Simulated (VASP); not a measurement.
**Si3F4: single point with PBE**

The system is Si3F4.

```
CELL_PARAMETERS angstrom
0.00000 3.82511 3.82511
3.82511 0.00000 3.82511
3.82511 3.82511 0.00000
ATOMIC_POSITIONS crystal
Si 0.25000 0.25000 0.25000
Si 0.00000 0.00000 0.00000
Si 0.50000 0.50000 0.50000
F 0.88062 0.35813 0.88062
F 0.88062 0.88062 0.88062
F 0.35813 0.88062 0.88062
F 0.88062 0.88062 0.35813
```

```json
{"Program": "VASP 6.6.1", "Task": "single point", "Functional": "PBE", "Potentials or basis": "VASP PAW PBE potentials, release 64 (Si, F_h)", "Cutoff": "910 eV", "k mesh": "8 × 8 × 8", "Occupations": "gaussian, width 0.1 eV", "Spin": "no spin polarisation"}
```

```yaml
Pressure: -0.3 GPa
Largest_force: 0.074 eV/Å
Band_gap_on_the_k_mesh: zero (band 20 reaches 3.55 eV, above the bottom of band 21 at 3.37 eV)
```

Forces in eV/Å, atoms in the order of the input:
```
Si   0.000  0.000  0.000
Si   0.000  0.000  0.000
Si   0.000  0.000  0.000
F    0.042 -0.042  0.042
F   -0.042 -0.042 -0.042
F   -0.042  0.042  0.042
F    0.042  0.042 -0.042
```

Levels at points of the mesh, in eV from the Fermi level:
```
           k point  band 18  band 19  band 20  band 21  band 22  band 23
(0.00, 0.00, 0.00)    -4.14    -0.23    -0.23    -0.23     2.37     2.37
(0.50, 0.00, 0.00)    -5.42    -0.31    -0.05    -0.05     2.50     2.50
(0.50, 0.50, 0.00)    -5.17    -0.33    -0.33     0.91     1.50     3.11
```

It took 2.4 min on 1 thread of AMD EPYC 9R45 96-Core Processor (Zen 5), on a shared host, peak memory 0.45 GiB.

Caveat: the cutoff is under 1.25 times the usual one of these potentials, so pressure, stress and relaxed cells hold a basis-set (Pulay) error.
